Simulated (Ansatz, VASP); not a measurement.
## Al: VASP beside Ansatz

INCAR

```
PREC = Accurate
ENCUT = 520
EDIFF = 1E-7
ISMEAR = 0
SIGMA = 0.15
LREAL = F
LASPH = T
NELM = 100
ALGO = Normal
ISIF = 2
LWAVE = F
LCHARG = F
GGA = PS
NBANDS = 10
```

KPOINTS

```
regular mesh
0
Gamma
  18 18 10
```

The input POSCAR:

```
Al
1.0
    2.8098000000      0.0000000000      0.0000000000
   -1.4049000000      2.4333581796      0.0000000000
    0.0000000000      0.0000000000      5.0094000000
Al
2
Direct
    0.6666666667      0.3333333333      0.7500000000
    0.3333333333      0.6666666667      0.2500000000
```

Input for Ansatz:

```yaml
crystal:
  lattice:
    - [2.8098, 0.0, 0.0]
    - [-1.4049, 2.4333581796, 0.0]
    - [0.0, 0.0, 5.0094]
  atoms:
    - { symbol: Al, position: [0.6666666667, 0.3333333333, 0.75] }
    - { symbol: Al, position: [0.3333333333, 0.6666666667, 0.25] }
basis:
  ecutwfc: 420
kpoints:
  mp_grid: { grid: [18, 18, 10] }
hamiltonian:
  xc: pbesol
  pseudopotentials: { kind: paw, azcp: { folder: soft_1 } }
scf:
  occupations: { method: gaussian, width: 0.15 }
output:
  forces: true
  stress: true
  eigenvalues: true
```

Alike in both runs: task single point; functional PBEsol; k mesh 18 × 18 × 10; occupations gaussian, width 0.15 eV; no spin polarisation.

```csv
,VASP,Ansatz
version,VASP 6.6.1,Ansatz 0.2.0
potentials or method,"VASP PAW PBE potentials, release 64 (Al), cutoff 520 eV","scalar-relativistic, plane waves, PAW"
valence electrons in the cell,6,6
```

```tsv
	VASP	Ansatz	Ansatz less VASP
gap on the k mesh at the Fermi level (eV)	none	none	-
pressure (GPa)	-2.8	-2.9	-0.07
traceless stress, the component that is largest in VASP (GPa)	-2.73	-2.71	+0.027
```

VASP's potentials were made for PBE, not for PBEsol, and Ansatz warns of the same on its side. A gap of «none» marks a metal or a gap that the smearing closes.
